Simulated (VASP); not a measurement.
Set up this calculation in VASP 6.6.1, as the native input.

| Quantity | Value |
| --- | --- |
| Task | single point |
| Functional | r2SCAN |
| Potentials or basis | VASP PAW PBE potentials, release 64 (B, N) |
| Cutoff | 520 eV |
| k mesh | 12 × 12 × 4 |
| Occupations | gaussian, width 0.05 eV |
| Spin | no spin polarisation |
| Dipole correction | no |
| Further INCAR settings | ALGO = Normal; EDIFF = 1e-06; NBANDS = 16 |

BN:

```
CELL_PARAMETERS angstrom
2.42277 0.00000 0.00000
-1.21138 2.09818 0.00000
0.00000 0.00000 7.32512
ATOMIC_POSITIONS crystal
B 0.33333 0.66667 0.25000
B 0.66667 0.33333 0.75000
N 0.33333 0.66667 0.75000
N 0.66667 0.33333 0.25000
```

This cell differs from its parent crystal: ratio of the length along z to the lengths across it x 1.1, volume and fractional coordinates fixed.

One way to write it, as run:

POSCAR

```
BN
1.0
    2.4227680791      0.0000000000      0.0000000000
   -1.2113840396      2.0981787040      0.0000000000
    0.0000000000      0.0000000000      7.3251220465
B N
2 2
Direct
    0.3333333333      0.6666666667      0.2500000000
    0.6666666667      0.3333333333      0.7500000000
    0.3333333333      0.6666666667      0.7500000000
    0.6666666667      0.3333333333      0.2500000000
```

INCAR.step1

```
PREC = Accurate
ENCUT = 520
ISMEAR = 0
SIGMA = 0.05
LREAL = False
LASPH = True
NELM = 60
NBANDS = 16
GGA = PE
ALGO = Normal
EDIFF = 1E-4
LWAVE = True
LCHARG = False
```

INCAR.step2

```
PREC = Accurate
ENCUT = 520
EDIFF = 1E-6
ISMEAR = 0
SIGMA = 0.05
LREAL = False
LASPH = True
NELM = 60
ALGO = Normal
ISIF = 2
LWAVE = False
LCHARG = True
METAGGA = R2SCAN
LMIXTAU = True
LELF = True
LVHAR = True
NBANDS = 16
ISTART = 1
```

KPOINTS

```
regular mesh
0
Gamma
  12 12 4
```

Potentials or basis: VASP PAW PBE potentials, release 64 (B, N).

The run is started by

```sh
$ cat potpaw_PBE.64/B/POTCAR potpaw_PBE.64/N/POTCAR > POTCAR
$ cp INCAR.step1 INCAR
$ mpirun -np 1 vasp_std > vasp.out
$ cp INCAR.step2 INCAR
$ mpirun -np 1 vasp_std > vasp.out
```

It gave:

```json
{
  "Pressure": "24.5 GPa",
  "Band gap on the k mesh": "4.95 eV, indirect (least direct gap 5.65 eV)"
}
```

Caveat: the PAW data sets were made with another functional, which shifts forces and pressure a little.

Wall time 88 s on 1 thread of Intel(R) Xeon(R) 6975P-C (Granite Rapids), with other jobs on the host, peak memory 0.16 GiB.
